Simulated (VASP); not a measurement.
Write the native input for VASP 6.6.1 that does the following.

```
Task                   : single point
Functional             : PBE
Potentials or basis    : VASP PAW PBE potentials, release 64 (B, O)
Cutoff                 : 520 eV
k mesh                 : 6 × 6 × 4
Occupations            : gaussian, width 0.1 eV
Spin                   : collinear spin, ferromagnetic start
Starting moments       : [0.0, 0.0, 0.0, 0.0, 0.0, 1.0] μB
Dipole correction      : no
Further INCAR settings : ALGO = Normal; EDIFF = 1e-06; NBANDS = 24
```

The structure of B5O lies in POSCAR:

```
B5O
1.0
    2.9089410248      0.0000000000      0.0000000000
   -1.4544705124      2.5192168255      0.0000000000
    0.0000000000      0.0000000000      5.8406297822
B O
5 1
Direct
    0.3333333333      0.6666666667      0.7172284976
    0.3333333333      0.6666666667      0.2827715024
    0.6666666667      0.3333333333      0.2827715024
    0.6666666667      0.3333333333      0.7172284976
    0.0000000000      0.0000000000      0.5000000000
    0.0000000000      0.0000000000      0.0000000000
```

The cell was built from a structure type or drawn by symmetry, and may not be a known phase.

One way to write it, as run:

INCAR

```
  PREC = Accurate
  ENCUT = 520
  EDIFF = 1E-6
  ISMEAR = 0
  SIGMA = 0.1
  LREAL = False
  LASPH = True
  NELM = 150
  ALGO = Normal
  ISIF = 2
  LWAVE = False
  LCHARG = True
  ISPIN = 2
  MAGMOM = 0 0 0 0 0 1
  LORBIT = 11
  GGA = PE
  LELF = True
  LVHAR = True
  NBANDS = 24
```

KPOINTS

```
Automatic mesh
0
Gamma
  6 6 4
```

Potentials or basis: VASP PAW PBE potentials, release 64 (B, O).

The run is started by

```console
$ cat potpaw_PBE.64/B/POTCAR potpaw_PBE.64/O/POTCAR > POTCAR
$ mpirun -np 1 vasp_std > vasp.out
```

Results of the run:

The pressure is 0.0 GPa. The largest force is 0.004 eV/Å. The net moment is 0.00 μB per cell and the valence electrons inside the program's atomic spheres are B 1.94, 1.54 (each value once); O 4.76.

Caveat: the k points lie up to 0.42 Å⁻¹ apart.

It took 120 s on 1 thread of Intel Xeon 8259CL (shared host), peak memory 0.19 GiB.
